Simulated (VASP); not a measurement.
Input of a VASP 6.6.1 run:

File INCAR:

```
SYSTEM = BaTiO3
PREC = Accurate
ENCUT = 520
EDIFF = 1E-6
ISMEAR = 0
SIGMA = 0.01
LREAL = .FALSE.
LASPH = .TRUE.
NELM = 80
ALGO = Normal
ISIF = 2
LWAVE = .FALSE.
LCHARG = .TRUE.
LELF = .TRUE.
LVHAR = .TRUE.
NBANDS = 28
```

The input KPOINTS:

```
regular mesh
0
G
  6 6 6
  0 0 0
```

The input POSCAR:

```
BaTiO3
1.0
    2.8399983238      1.6396737967      2.3313532780
   -2.8399983238      1.6396737967      2.3313532780
    0.0000000000     -3.2793475935      2.3313532780
Ba Ti O
1 1 3
Direct
   -0.0032057868     -0.0032057868     -0.0032057868
    0.4833346606      0.4833346606      0.4833346606
    0.5098255476      0.5098255476      0.0194200310
    0.0194200310      0.5098255476      0.5098255476
    0.5098255476      0.0194200310      0.5098255476
```

Potentials or basis: VASP PAW LDA potentials, release 64 (Ba_sv, Ti_sv, O).

Run with:

```bash
$ cat potpaw_LDA.64/Ba_sv/POTCAR potpaw_LDA.64/Ti_sv/POTCAR potpaw_LDA.64/O/POTCAR > POTCAR
$ mpirun -np 1 vasp_std > vasp.out
```

Task: Predict the pressure.

Result: -5.6 GPa.

Task: Predict the band gap on the k mesh.

Result: 2.37 eV (least direct gap 2.82 eV).

Task: What does it give for the largest force?

Result: 0.023 eV/Å.

Forces in eV/Å, atoms in the order of the input:
```
Ba   0.000  0.000 -0.023
Ti   0.000  0.000  0.009
O    0.000  0.003  0.004
O   -0.002 -0.001  0.004
O    0.002 -0.001  0.004
```

Caveat: the cell stands under tension; spin-orbit coupling is left out, which moves the levels of the heavy elements. LDA gaps usually lie below the measured ones, often by a third to a half.
